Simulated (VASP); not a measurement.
Write the native input for VASP 6.6.1 that does the following.

* Task: single point
* Functional: PBE
* Potentials or basis: VASP PAW PBE potentials, release 64 (Ta_pv, Al, O)
* Cutoff: 520 eV
* k mesh: 4 × 4 × 4
* Occupations: gaussian, width 0.1 eV
* Spin: no spin polarisation
* Dipole correction: no
* Further INCAR settings: ALGO = Normal; EDIFF = 1e-07; NBANDS = 43

The structure of TaAlO3 lies in POSCAR:

```
TaAlO3
1.0
    0.0000000000      3.9425945800      3.9425945800
    3.9425945800      0.0000000000      3.9425945800
    3.9425945800      3.9425945800      0.0000000000
Ta Al O
2 2 6
Direct
    0.5000000000      0.5000000000      0.5000000000
    0.2500000000      0.2500000000      0.2500000000
    0.7500000000      0.7500000000      0.7500000000
    0.0000000000      0.0000000000      0.0000000000
    0.0142940100      0.4857059900      0.4857059900
    0.4857059900      0.0142940100      0.0142940100
    0.4857059900      0.0142940100      0.4857059900
    0.0142940100      0.4857059900      0.0142940100
    0.4857059900      0.4857059900      0.0142940100
    0.0142940100      0.0142940100      0.4857059900
```

The cell was built from a structure type or drawn by symmetry, and may not be a known phase.

The input as run:

INCAR

```
ALGO = Normal ; EDIFF = 1E-7
ENCUT = 520 ; GGA = PE
ISIF = 2 ; ISMEAR = 0
LASPH = True ; LCHARG = True
LELF = True ; LREAL = False
LVHAR = True ; LWAVE = False
NBANDS = 43 ; NELM = 80
PREC = Accurate ; SIGMA = 0.1
```

KPOINTS

```
k-points
0
Gamma
  4 4 4
```

Potentials or basis: VASP PAW PBE potentials, release 64 (Ta_pv, Al, O).

Command:

```sh
$ cat potpaw_PBE.64/Ta_pv/POTCAR potpaw_PBE.64/Al/POTCAR potpaw_PBE.64/O/POTCAR > POTCAR
$ mpirun -np 1 vasp_std > vasp.out
```

It gave:

* Pressure: 6.2 GPa
* Largest force: 6.904 eV/Å
* Band gap on the k mesh: zero (bands 32 and 33 overlap by 0.69 eV)

Caveat: the cell stands under pressure; spin-orbit coupling is left out, which moves the levels of the heavy elements; forces of over 1 eV/Å act on the atoms, so gaps and moduli don't describe the material at rest.

It took 2.1 min on 1 thread of Intel Xeon 8259CL (shared host), peak memory 0.27 GiB.
